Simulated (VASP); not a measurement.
Input of a VASP 6.6.1 run:

Contents of POSCAR:

```
MoS2
1.0
    3.1842713585      0.0000000000      0.0000000000
   -1.5921356792      2.7576598890      0.0000000000
    0.0000000000      0.0000000000     28.4188140530
Mo S
3 6
Direct
    0.6666666667      0.3333333333      0.0000000000
    0.3333333333      0.6666666667      0.7714360451
    0.3333333333      0.6666666667      0.2285639549
    0.3333333333      0.6666666667      0.0581561999
    0.6666666667      0.3333333333      0.8295967138
    0.6666666667      0.3333333333      0.2866983997
    0.3333333333      0.6666666667      0.9488813915
    0.6666666667      0.3333333333      0.7203391917
    0.6666666667      0.3333333333      0.1774408776
```

Contents of INCAR.step1:

```
SYSTEM = MoS2
ALGO     = Normal         ! electronic algorithm
EDIFF    = 1E-4           ! SCF threshold, eV
ENCUT    = 520            ! plane-wave cutoff, eV
GGA      = PE             ! functional
ISMEAR   = 0              ! smearing method
LASPH    = .TRUE.         ! aspherical terms in the spheres
LCHARG   = .FALSE.        ! write CHGCAR
LREAL    = .FALSE.        ! projectors in reciprocal space
LWAVE    = .TRUE.         ! write WAVECAR
NBANDS   = 49             ! bands
NELM     = 80             ! most SCF steps
PREC     = Accurate       ! precision mode
SIGMA    = 0.05           ! smearing width, eV
```

Contents of INCAR.step2:

```
SYSTEM = MoS2
ALGO     = Normal         ! electronic algorithm
EDIFF    = 1E-6           ! SCF threshold, eV
ENCUT    = 520            ! plane-wave cutoff, eV
ISIF     = 2              ! what is computed and relaxed
ISMEAR   = 0              ! smearing method
ISTART   = 1            
LASPH    = .TRUE.         ! aspherical terms in the spheres
LCHARG   = .FALSE.        ! write CHGCAR
LMIXTAU  = .TRUE.       
LREAL    = .FALSE.        ! projectors in reciprocal space
LWAVE    = .FALSE.        ! write WAVECAR
METAGGA  = R2SCAN         ! meta-GGA
NBANDS   = 49             ! bands
NELM     = 80             ! most SCF steps
PREC     = Accurate       ! precision mode
SIGMA    = 0.05           ! smearing width, eV
```

File KPOINTS:

```
k-points
0
G
  12 12 1
  0 0 0
```

Potentials or basis: VASP PAW PBE potentials, release 64 (Mo_sv, S).

The run is started by

```sh
$ cat potpaw_PBE.64/Mo_sv/POTCAR potpaw_PBE.64/S/POTCAR > POTCAR
$ cp INCAR.step1 INCAR
$ mpirun -np 1 vasp_std > vasp.out
$ cp INCAR.step2 INCAR
$ mpirun -np 1 vasp_std > vasp.out
```

Estimate the largest force.

3.098 eV/Å.

Estimate the band gap on the k mesh.

1.00 eV (least direct gap 1.56 eV).

Forces on the atoms (eV/Å):
```
Mo   0.000  0.000  3.085
Mo   0.000  0.000  3.098
Mo   0.000  0.000  3.095
S    0.000  0.000 -1.364
S    0.000  0.000 -1.365
S    0.000  0.000 -1.374
S    0.000  0.000 -1.721
S    0.000  0.000 -1.733
S    0.000  0.000 -1.722
```

Caveat: the cell differs from its parent crystal (all S atoms moved -0.100 Å, as atom 4 towards its neighbour atom 7 (S) at 3.105 Å); there is no dipole correction, which matters where the two faces differ; the PAW data sets were made with another functional, which shifts forces and pressure a little.
